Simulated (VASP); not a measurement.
The system is P.

```
P
1.0
     1.66943   -5.53695    0.00000
     1.66943    5.53695    0.00000
     0.00000    0.00000    4.60343
P
4
Cartesian
  1.6694 -4.4754 2.7106
  1.6694 4.4754 1.8929
  1.6694 -1.0615 0.4089
  1.6694 1.0615 4.1946
```

Base run:

- Program: VASP 6.6.1
- Functional: r2SCAN
- Potentials or basis: VASP PAW PBE potentials, release 64 (P)
- Cutoff: 520 eV
- k mesh: 8 × 8 × 6
- Occupations: fermi-dirac, width 0.05 eV
- Spin: no spin polarisation

Its results: band gap on the k mesh 0.33 eV; pressure -2.8 GPa; largest force 0.316 eV/Å.

Q: The run is repeated on the same cell with these changes: functional from r2SCAN to PBE; cutoff from 520 eV to 500 eV; dispersion from none to D4. What comes out?

A: Band gap on the k mesh 0.19 eV; pressure -3.7 GPa; largest force 0.123 eV/Å.

Several settings changed at once.

Caveats: the PAW data sets were made with another functional, which shifts forces and pressure a little (at least some runs); the cell stands under tension (at least some runs).

A k mesh can miss the band edges.
